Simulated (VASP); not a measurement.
Here is a VASP 6.6.1 calculation.

The input INCAR:

```
PREC = Accurate ; ENCUT = 520
EDIFF = 1E-6 ; ISMEAR = 0
SIGMA = 0.1 ; LREAL = F
LASPH = T ; NELM = 150
ALGO = Normal ; ISIF = 2
LWAVE = F ; LCHARG = F
ISPIN = 2 ; MAGMOM = 0 0 0 0.65 0.65 0.29
LORBIT = 11 ; LMAXMIX = 4
GGA = PE ; NBANDS = 32
```

The input KPOINTS:

```
Automatic mesh
0
Gamma
  12 12 8
```

The input POSCAR:

```
Al3Co2Ni
1.0
    4.0631738400      0.0000000000      0.0000000000
   -2.0315869200      3.5188117654      0.0000000000
    0.0000000000      0.0000000000      4.9716308000
Al Co Ni
3 2 1
Direct
    0.0000000000      0.0000000000      0.0000000000
    0.6666666667      0.3333333333      0.3295800000
    0.3333333333      0.6666666667      0.6704200000
    0.6666666667      0.3333333333      0.8325010000
    0.3333333333      0.6666666667      0.1674990000
    0.0000000000      0.0000000000      0.5000000000
```

Potentials or basis: VASP PAW PBE potentials, release 64 (Al, Co, Ni).

Command:

```console
$ cat potpaw_PBE.64/Al/POTCAR potpaw_PBE.64/Co/POTCAR potpaw_PBE.64/Ni/POTCAR > POTCAR
$ mpirun -np 1 vasp_std > vasp.out
```

**Question.** What does it give for the pressure?

**Answer.** -0.1 GPa.

**Question.** Estimate the site moments.

**Answer.** Al -0.00; Co +0.55; Ni +0.22 μB.

**Question.** What does it give for the net moment?

**Answer.** 1.23 μB per cell.

Forces on the atoms (eV/Å):
```
Al   0.000  0.000  0.000
Al   0.000  0.000 -0.003
Al   0.000  0.000  0.003
Co   0.000  0.000  0.001
Co   0.000  0.000 -0.001
Ni   0.000  0.000  0.000
```
